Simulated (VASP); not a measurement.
# HfZrS3 (Immm) in VASP: relaxation of cell and atoms with PBE

Aim: the relaxation of cell and atoms of HfZrS3 with PBE.

Everything below comes from runs of VASP 6.6.1. Logs are shortened: lines on timing, memory, paths and dates and some standing lists are left out, and cuts for length are marked.

**1. The cell of the first run**

It takes space group Immm (No. 71, orthorhombic). The conventional cell has a = 4.598 Å, b = 6.715 Å, c = 8.073 Å, α = 90.00°, β = 90.00°, γ = 90.00°. Within 3.0 Å of Zr (site symmetry mmm) lie 4 S at 2.30 to 2.56 Å. Within 3.6 Å of Hf (site symmetry mmm) lie 4 S at 2.73 Å and 2 Zr at 3.36 Å. S (site symmetry mm2) has 1 Zr at 2.56 Å and 2 Hf at 2.73 Å and 3 S at 2.95 to 3.44 Å within 3.5 Å. S (site symmetry mmm) has 2 Zr at 2.30 Å within 3.0 Å.

The cell was generated, and may not be a known phase.

**2. Relaxation of cell and atoms, PBE**

The input, INCAR:

```
PREC = Accurate
ENCUT = 600
EDIFF = 1E-7
ISMEAR = 0
SIGMA = 0.1
LREAL = F
LASPH = T
NELM = 60
ALGO = Fast
ISIF = 3
LWAVE = F
LCHARG = F
GGA = PE
IBRION = 2
NSW = 100
EDIFFG = -0.01
```

The input, KPOINTS:

```
regular mesh
0
Gamma
  10 10 10
```

The input, POSCAR:

```
HfZrS3
1.0
   -2.2990080856      3.3574045632      4.0362865864
    2.2990080856     -3.3574045632      4.0362865864
    2.2990080856      3.3574045632     -4.0362865864
Zr Hf S
1 1 3
Direct
    0.5000000000      0.5000000000      0.0000000000
    0.0000000000      0.5000000000      0.5000000000
    0.8169895793      0.8169895793      0.0000000000
    0.1830104207      0.1830104207      0.0000000000
    0.5000000000      0.0000000000      0.5000000000
```

Potentials or basis: VASP PAW PBE potentials, release 64 (Zr_sv, Hf_pv, S).

Launch:

```
> cat potpaw_PBE.64/Zr_sv/POTCAR potpaw_PBE.64/Hf_pv/POTCAR potpaw_PBE.64/S/POTCAR > POTCAR
> mpirun -np 1 vasp_std > vasp.out
```

OUTCAR:

```text
PREC = Accurate
   ENCUT = 600
   EDIFF = 1E-7
   ISMEAR = 0
   LREAL = F
   LASPH = T
   NELM = 60
   ISIF = 3
   GGA = PE
   IBRION = 2
   NSW = 100
   EDIFFG = -0.01

 ion  position               nearest neighbor table
   1  0.500  0.500  0.000-   5 2.30   5 2.30   3 2.56   4 2.56   2 3.36   2 3.36
   2  0.000  0.500  0.500-   4 2.73   3 2.73   4 2.73   3 2.73   1 3.36   1 3.36
   3  0.817  0.817  0.000-   1 2.56   2 2.73   2 2.73
   4  0.183  0.183  0.000-   1 2.56   2 2.73   2 2.73
   5  0.500  0.000  0.500-   1 2.30   1 2.30

  LATTYP: Found a body centered orthorhombic cell.
 ALAT       =     4.5980161712
 B/A-ratio  =     1.4603709244
 C/A-ratio  =     1.7556643718

  Lattice vectors:

 A1 = (  -2.2990080856,   3.3574045632,   4.0362865864)
 A2 = (   2.2990080856,  -3.3574045632,   4.0362865864)
 A3 = (   2.2990080856,   3.3574045632,  -4.0362865864)

Analysis of symmetry for initial positions (statically):
=====================================================================
 Subroutine PRICEL returns:
 Original cell was already a primitive cell.

 Routine SETGRP: Setting up the symmetry group for a
 body centered orthorhombic supercell.

 Subroutine GETGRP returns: Found  8 space group operations
 (whereof  8 operations were pure point group operations)
 out of a pool of  8 trial point group operations.

The static configuration has the point symmetry D_2h.

Analysis of symmetry for dynamics (positions and initial velocities):
=====================================================================
 Subroutine PRICEL returns:
 Original cell was already a primitive cell.

 Routine SETGRP: Setting up the symmetry group for a
 body centered orthorhombic supercell.

 Subroutine GETGRP returns: Found  8 space group operations
 (whereof  8 operations were pure point group operations)
 out of a pool of  8 trial point group operations.

The dynamic configuration has the point symmetry D_2h.

 Subroutine INISYM returns: Found  8 space group operations
 (whereof  8 operations are pure point group operations),
 and found     1 'primitive' translations

----------------------------------------------------------------------------------------

                                     Primitive cell

  volume of cell :     124.6195

  direct lattice vectors                    reciprocal lattice vectors
    -2.299008086  3.357404563  4.036286586     0.000000000  0.148924561  0.123876239
     2.299008086 -3.357404563  4.036286586     0.217485099  0.000000000  0.123876239
     2.299008086  3.357404563 -4.036286586     0.217485099  0.148924561  0.000000000

  length of vectors
     5.731423295  5.731423295  5.731423295     0.193710731  0.250290013  0.263587353

  position of ions in fractional coordinates (direct lattice)
     0.500000000  0.500000000  0.000000000
     0.000000000  0.500000000  0.500000000
     0.816989579  0.816989579  0.000000000
     0.183010421  0.183010421  0.000000000
     0.500000000  0.000000000  0.500000000

  ion indices of the primitive-cell ions
   primitive index   ion index
                 1           1
                 2           2
                 3           3
                 4           4
                 5           5

----------------------------------------------------------------------------------------

 KPOINTS: regular mesh

Automatic generation of k-mesh.
 Grid dimensions read from file:
 generate k-points for:   10   10   10

 Generating k-lattice:

  Cartesian coordinates                     Fractional coordinates (reciprocal lattice)
     0.000000000  0.014892456  0.012387624     0.100000000 -0.000000000  0.000000000
     0.021748510  0.000000000  0.012387624    -0.000000000  0.100000000  0.000000000
     0.021748510  0.014892456  0.000000000     0.000000000  0.000000000  0.100000000

  Length of vectors
     0.019371073  0.025029001  0.026358735

  Shift w.r.t. Gamma in fractional coordinates (k-lattice)
     0.000000000  0.000000000  0.000000000

 Subroutine IBZKPT returns following result:
 ===========================================

 Found    171 irreducible k-points:

 Following reciprocal coordinates:
            Coordinates               Weight
  0.000000  0.000000  0.000000      1.000000
  0.100000  0.000000  0.000000      4.000000
  0.200000  0.000000  0.000000      4.000000
  0.300000  0.000000 -0.000000      4.000000
  0.400000  0.000000  0.000000      4.000000
  0.500000 -0.000000  0.000000      2.000000
[... 16 lines left out ...]
 -0.400000  0.200000  0.000000      8.000000
 -0.300000  0.200000 -0.000000      8.000000
 [... further k-points ...]
   k-points           NKPTS =    171   k-points in BZ     NKDIM =    171   number of bands    NBANDS=     24
   number of dos      NEDOS =    301   number of ions     NIONS =      5
   total plane-waves  NPLWV = 110592
   dimension x,y,z NGX =    48 NGY =   48 NGZ =   48
   dimension x,y,z NGXF=    96 NGYF=   96 NGZF=   96
   ions per type =               1   1   3
   NGX,Y,Z   is equivalent  to a cutoff of  13.92, 13.92, 13.92 a.u.
   NGXF,Y,Z  is equivalent  to a cutoff of  27.85, 27.85, 27.85 a.u.
 SYSTEM =  unknown system
   PREC   = accura    normal or accurate (medium, high low for compatibility)
   ISTART =      0    job   : 0-new  1-cont  2-samecut
   ICHARG =      2    charge: 1-file 2-atom 10-const
   ISPIN  =      1    spin polarized calculation?
   LNONCOLLINEAR =      F non collinear calculations
   LSORBIT =      F    spin-orbit coupling
   LASPH  =      T    aspherical Exc in radial PAW
   ENCUT  =  600.0 eV  44.10 Ry    6.64 a.u.  11.45 11.45 11.45*2*pi/ulx,y,z
   NELM   =     60;   NELMIN=  2; NELMDL= -5     # of ELM steps
   EDIFF  = 0.1E-06   stopping-criterion for ELM
   LREAL  =      F    real-space projection
   EDIFFG = -.1E-01   stopping-criterion for IOM
   NSW    =    100    number of steps for IOM
   IBRION =      2    ionic relax: 0-MD 1-quasi-New 2-CG
   NFREE  =      1    steps in history (QN), initial steepest desc. (CG)
   ISIF   =      3    stress and relaxation
   ISYM   =      2    0-nonsym 1-usesym 2-fastsym
   POTIM  = 0.5000    time-step for ionic-motion
   TEBEG  =    0.0;   TEEND  =   0.0 temperature during run
   PSTRESS=    0.0 pullay stress
   NELECT =      40.0000    total number of electrons
   NUPDOWN=      -1.0000    fix difference up-down
   EMIN   =  10.00;   EMAX   =-10.00  energy-range for DOS
   EFERMI =   0.00;   METHOD = LEGACY
   ISMEAR =     0;   SIGMA  =   0.10  broadening in eV -4-tet -1-fermi 0-gaus
   EFERMI_NEDOS =   21; number of points for ismear=-14 and -15
   IALGO  =     68    algorithm
   IMIX   =      4    mixing-type and parameters
     AMIX     =   0.40;   BMIX     =  1.00
     AMIX_MAG =   1.60;   BMIX_MAG =  1.00
  volume/ion in A,a.u.               =      24.92       168.19
  Fermi-wavevector in a.u.,A,eV,Ry     =   1.120898  2.118190 17.094529  1.256412
  Thomas-Fermi vector in A             =   2.257548
   LORBIT       =      0    0 simple, 1 ext, 2 COOP (PROOUT), +10 PAW based schemes
   GGA     = PE    functional components
   LHFCALC =     F    Hartree Fock is set to
   AEXX    =    0.0000 exact exchange contribution
   IVDW    =     0    specifies the selected vdW correction
   LEPSILON=     F    determine dielectric tensor
   LRPA    =     F    only Hartree local field effects (RPA)
 conjugate gradient relaxation of ions
 non-spin polarized calculation
 RMM-DIIS sequential band-by-band and
 Gauss-broadening in eV      SIGMA  =   0.10
  energy-cutoff  :      600.00
  volume of cell :      124.62
 maximum number of plane-waves:      4190
 NGX is ok and might be reduce to    48
   NGX = 23   NGY = 23   NGZ = 23

--------------------------------------- Ionic step        1  -------------------------------------------

 number of electron      40.0000000 magnetization

 Free energy of the ion-electron system (eV)
  ---------------------------------------------------
  ext. energy  EPLUGINS =         0.00000000
  ---------------------------------------------------
  free energy    TOTEN  =       -33.85796123 eV

  energy without entropy =      -33.84957053  energy(sigma->0) =      -33.85376588

------------------------ aborting loop because EDIFF is reached ----------------------------------------

  FORCE on cell =-STRESS in cart. coord.  units (eV):
  Direction    XX          YY          ZZ          XY          YZ          ZX
  --------------------------------------------------------------------------------------
  -------------------------------------------------------------------------------------
  Total       -0.3313910      0.1143816      0.0179091     -0.0000000      0.0000000      0.0000000
  in kB       -4.2605442      1.4705528      0.2302487     -0.0000000      0.0000000      0.0000000
  external PRESSURE =      -0.8532476 kB  Pullay stress =       0.0000000 kB
[... 180 lines left out ...]
  energy  without entropy=      -33.8501104622  energy(sigma->0) =      -33.85431906

--------------------------------------- Ionic step        6  -------------------------------------------

 number of electron      40.0000000 magnetization

 Free energy of the ion-electron system (eV)
  ---------------------------------------------------
  ext. energy  EPLUGINS =         0.00000000
  ---------------------------------------------------
  free energy    TOTEN  =       -33.85859119 eV

  energy without entropy =      -33.85018247  energy(sigma->0) =      -33.85438683

 E-fermi :   4.3018     XC(G=0):  -9.4123

 val. band max:        4.2970207542   @ k =   0.3000  -0.1000   0.1000
 cond. band min:       4.3069670287   @ k =   0.1000   0.1000   0.0000
 fundamental gap:      0.0099462745
 Fermi energy:         4.3018272046

 k-point     1 :       0.0000    0.0000    0.0000
  band No.  band energies     occupation
      1     -44.7239      2.00000
      2     -28.3375      2.00000
      3     -27.9933      2.00000
      4     -27.9839      2.00000
      5     -22.9730      2.00000
      6     -22.8115      2.00000
[... 637 lines left out ...]
     23       5.8538      0.00000
     24       5.9153      0.00000

 [... further k-points ...]

------------------------ aborting loop because EDIFF is reached ----------------------------------------

  FORCE on cell =-STRESS in cart. coord.  units (eV):
  Direction    XX          YY          ZZ          XY          YZ          ZX
  --------------------------------------------------------------------------------------
  -------------------------------------------------------------------------------------
  Total       -0.0074097      0.0220735     -0.0157262     -0.0000000      0.0000000      0.0000000
  in kB       -0.0950707      0.2832148     -0.2017752     -0.0000000      0.0000000      0.0000000
  external PRESSURE =      -0.0045437 kB  Pullay stress =       0.0000000 kB
[... 20 lines left out ...]
  FREE ENERGIE OF THE ION-ELECTRON SYSTEM (eV)
  ---------------------------------------------------
  free  energy   TOTEN  =       -33.8585911878 eV

  energy  without entropy=      -33.8501824690  energy(sigma->0) =      -33.85438683

 reached required accuracy - stopping structural energy minimisation
```

Wall time 1.7 h (1 thread of Oxide Virtual Turin-like, shared host); peak memory 0.81 GiB.

What came out:

```
Free energy                           : -33.8586 eV
Relaxed volume                        : 24.97 Å³/atom
Relaxed cell                          : a = 5.737 Å, b = 5.737 Å, c = 5.737 Å, α = 132.82°, β = 108.11°, γ = 90.54°
Space group after relaxing (to 0.1 Å) : Immm (No. 71)
Energy gained by relaxing             : 0.1 meV/atom
Ionic steps                           : 6
Pressure after relaxing               : 0.0 GPa
Largest force after relaxing          : 0.005 eV/Å
Band gap on the k mesh                : zero (bands 20 and 21 overlap by 0.54 eV)
```

Forces in eV/Å, atoms in the order of the input:
```
Zr   0.000  0.000  0.000
Hf   0.000  0.000  0.000
S    0.000  0.000 -0.005
S    0.000  0.000  0.005
S    0.000  0.000  0.000
```

Step by step:
```csv
step,energy change (eV),largest force (eV/Å),pressure (GPa),volume (Å³)
1,0.0000,0.0498,-0.09,124.62
2,0.0000,0.0160,0.32,124.38
3,-0.0004,0.0326,0.12,124.50
4,-0.0006,0.0022,0.02,124.74
5,-0.0006,0.0060,0.00,124.81
6,-0.0006,0.0051,0.00,124.87
```

Final structure:
```
Zr Hf S
1.0
    -2.29587    3.36768    4.03764
     2.29587   -3.36768    4.03764
     2.29587    3.36768   -4.03764
Zr Hf S
1 1 3
Direct
  0.50000 0.50000 0.00000
  0.00000 0.50000 0.50000
  0.81749 0.81749 0.00000
  0.18251 0.18251 0.00000
  0.50000 0.00000 0.50000
```

Levels at points of the mesh, in eV from the Fermi level:
| k point | band 16 | band 17 | band 18 | band 19 | band 20 | band 21 | band 22 | band 23 | band 24 |
| --- | --- | --- | --- | --- | --- | --- | --- | --- | --- |
| (0.00, 0.00, 0.00) | -2.51 | -1.88 | -1.51 | -1.00 | -0.45 | -0.32 | 0.59 | 0.79 | 2.05 |
| (0.50, 0.00, 0.00) | -2.40 | -1.86 | -1.55 | -1.25 | 0.23 | 0.34 | 0.61 | 1.03 | 1.03 |
| (0.00, 0.50, 0.00) | -2.67 | -2.54 | -1.84 | -1.83 | -1.33 | 0.21 | 1.09 | 1.93 | 2.51 |
| (0.50, 0.50, 0.00) | -2.78 | -1.80 | -1.64 | -1.32 | -0.15 | 0.10 | 0.67 | 0.80 | 2.15 |
| (0.50, 0.50, 0.50) | -1.60 | -1.33 | -1.16 | -0.78 | -0.42 | -0.02 | 0.24 | 0.44 | 0.60 |

Caveat: spin-orbit coupling is left out, which moves the levels of the heavy elements.
